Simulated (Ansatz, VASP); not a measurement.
## HfO2 in VASP and in Ansatz

File POSCAR:

```
HfO2
1.0
    0.0000000000     -2.5291609878     -2.5291609878
   -2.5291609878      0.0000000000     -2.5291609878
    2.5291609878      2.5291609878     -5.0583219756
Hf O
2 4
Direct
    0.4838583237      0.4838583237      0.5000000817
    0.0161416763      0.0161416763     -0.0000000817
    0.1230370443      0.1230370443      0.6249999959
    0.6269629557      0.6269629557      0.1250000041
    0.3769629557      0.3769629557      0.8750000041
    0.8730370443      0.8730370443      0.3749999959
```

The input INCAR.step1:

```
ALGO = Normal
EDIFF = 1E-4
ENCUT = 520
GGA = PE
ISMEAR = 0
LASPH = True
LCHARG = False
LREAL = False
LWAVE = True
NBANDS = 31
NELM = 100
PREC = Accurate
SIGMA = 0.05
```

The input INCAR.step2:

```
ALGO = Normal
EDIFF = 1E-6
ENCUT = 520
ISIF = 2
ISMEAR = 0
ISTART = 1
LASPH = True
LCHARG = False
LMIXTAU = True
LREAL = False
LWAVE = False
METAGGA = R2SCAN
NBANDS = 31
NELM = 100
PREC = Accurate
SIGMA = 0.05
```

Contents of KPOINTS:

```
k-points
0
Gamma
  6 6 8
```

Input for Ansatz:

```yaml
crystal:
  lattice:
    - [0.0, -2.5291609878, -2.5291609878]
    - [-2.5291609878, 0.0, -2.5291609878]
    - [2.5291609878, 2.5291609878, -5.0583219756]
  atoms:
    - { symbol: Hf, position: [0.4838583237, 0.4838583237, 0.5000000817] }
    - { symbol: Hf, position: [0.0161416763, 0.0161416763, -8.17e-08] }
    - { symbol: O, position: [0.1230370443, 0.1230370443, 0.6249999959] }
    - { symbol: O, position: [0.6269629557, 0.6269629557, 0.1250000041] }
    - { symbol: O, position: [0.3769629557, 0.3769629557, 0.8750000041] }
    - { symbol: O, position: [0.8730370443, 0.8730370443, 0.3749999959] }
basis:
  ecutwfc: 500
kpoints:
  mp_grid: { grid: [6, 6, 8] }
hamiltonian:
  xc: r2scan
scf:
  occupations: { method: gaussian, width: 0.05 }
output:
  forces: true
  stress: true
  eigenvalues: true
  write_density: true
  write_potential: true
  elf: true
  volumetric_format: npy
```

Change from the starting cell: mode 4 (90.2 1/cm) frozen in, largest displacement -0.100 Å.

Alike in both runs: task single point; functional r2SCAN; k mesh 6 × 6 × 8; occupations gaussian, width 0.05 eV; no spin polarisation.

|  | VASP | Ansatz |
| --- | --- | --- |
| version | VASP 6.6.1 | Ansatz 0.2.0 |
| potentials or method | VASP PAW PBE potentials, release 64 (Hf_pv, O), cutoff 520 eV | scalar-relativistic, plane waves, PAW |
| valence electrons in the cell | 44 | 76 |

VASP gave:

```
gap on the k mesh at the Fermi level (eV)                     : 4.37
least direct gap on the mesh (eV)                             : 4.37
pressure (GPa)                                                : -3.0
traceless stress, the component that is largest in VASP (GPa) : 0.53
rms of the force components (eV/Å)                            : 0.183
```

Q: Which values does Ansatz return?

A: gap on the k mesh at the Fermi level (eV): 4.36; least direct gap on the mesh (eV): 4.36; pressure (GPa): 0.9; traceless stress, the component that is largest in VASP (GPa): 0.53; rms of the force components (eV/Å): 0.196.

VASP's potentials were made for PBE, not for r2SCAN. Atom by atom the forces differ by 0.021 eV/Å (rms over components). With one functional, cell and mesh, what is left measures potentials, basis and numerics. VASP's potentials hold 44 valence electrons a cell and Ansatz's 76, so a difference there can come from the potentials and not from the codes.

Spin-orbit coupling is off throughout.
